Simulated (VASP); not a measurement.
Set up this calculation in VASP 6.6.1, as the native input.

```
Task                            : G0W0 quasiparticle levels
Functional                      : PBE
Potentials or basis             : VASP PAW PBE potentials, release 64 (Si_GW, C_GW)
Cutoff                          : 500 eV
k mesh                          : 2 × 2 × 2
Occupations                     : gaussian, width 0.01 eV
Spin                            : no spin polarisation
Dipole correction               : no
GW scheme                       : G0W0
GW iterations                   : 1
Cutoff of the response function : 200
Frequency points                : 48
Empty bands                     : 1140
Further INCAR settings          : ALGO = EVGW0; EDIFF = 1e-08; NBANDS = 1144
```

SiC:

```
CELL_PARAMETERS angstrom
0.00000 2.17900 2.17900
2.17900 0.00000 2.17900
2.17900 2.17900 0.00000
ATOMIC_POSITIONS crystal
Si 0.00000 0.00000 0.00000
C 0.25000 0.25000 0.25000
```

These files were run (other wordings do the same):

POSCAR

```
SiC
1.0
    0.0000000000      2.1790000000      2.1790000000
    2.1790000000      0.0000000000      2.1790000000
    2.1790000000      2.1790000000      0.0000000000
Si C
1 1
Direct
    0.0000000000      0.0000000000      0.0000000000
    0.2500000000      0.2500000000      0.2500000000
```

INCAR.step1

```
SYSTEM = SiC
  PREC = Accurate
  ENCUT = 500
  EDIFF = 1E-8
  ISMEAR = 0
  SIGMA = 0.01
  LREAL = .FALSE.
  LASPH = .TRUE.
  NELM = 80
  ALGO = Normal
  LWAVE = .TRUE.
  LCHARG = .FALSE.
  GGA = PE
```

INCAR.step2

```
SYSTEM = SiC
  PREC = Accurate
  ENCUT = 500
  EDIFF = 1E-8
  ISMEAR = 0
  SIGMA = 0.01
  LREAL = .FALSE.
  LASPH = .TRUE.
  NELM = 1
  ALGO = Exact
  LWAVE = .TRUE.
  LCHARG = .FALSE.
  GGA = PE
  NBANDS = 1144
  LOPTICS = .TRUE.
  ISTART = 1
```

INCAR.step3

```
SYSTEM = SiC
  PREC = Accurate
  ENCUT = 500
  EDIFF = 1E-8
  ISMEAR = 0
  SIGMA = 0.01
  LREAL = .FALSE.
  LASPH = .TRUE.
  ALGO = EVGW0
  LWAVE = .FALSE.
  LCHARG = .FALSE.
  GGA = PE
  NELMGW = 1
  NBANDS = 1144
  ENCUTGW = 200
  NOMEGA = 48
  PRECFOCK = Fast
  ISTART = 1
  NBANDSGW = 12
```

KPOINTS

```
regular mesh
0
G
  2 2 2
  0 0 0
```

Potentials or basis: VASP PAW PBE potentials, release 64 (Si_GW, C_GW).

The run is started by

```console
$ cat potpaw_PBE.64/Si_GW/POTCAR potpaw_PBE.64/C_GW/POTCAR > POTCAR
$ cp INCAR.step1 INCAR
$ mpirun -np 1 vasp_std > vasp.out
$ cp INCAR.step2 INCAR
$ mpirun -np 1 vasp_std > vasp.out
$ cp INCAR.step3 INCAR
$ mpirun -np 1 vasp_std > vasp.out
```

It gave:

| Quantity | Value |
| --- | --- |
| Quasiparticle gap | 1.58 eV |
| Least direct quasiparticle gap | 5.12 eV |
| Band gap of the starting levels on the mesh | 0.94 eV |
| Least direct gap of the starting levels on the mesh | 4.30 eV |

Caveat: the k points lie up to 1.25 Å⁻¹ apart, too coarse for converged energies, forces and pressures; bands, screening cutoff and mesh are small and nothing is extrapolated, so the quasiparticle values aren't converged.

Run time: 23 s on 1 thread of AMD EPYC 9R45 96-Core Processor (Zen 5), with other jobs on the host, peak memory 0.27 GiB.
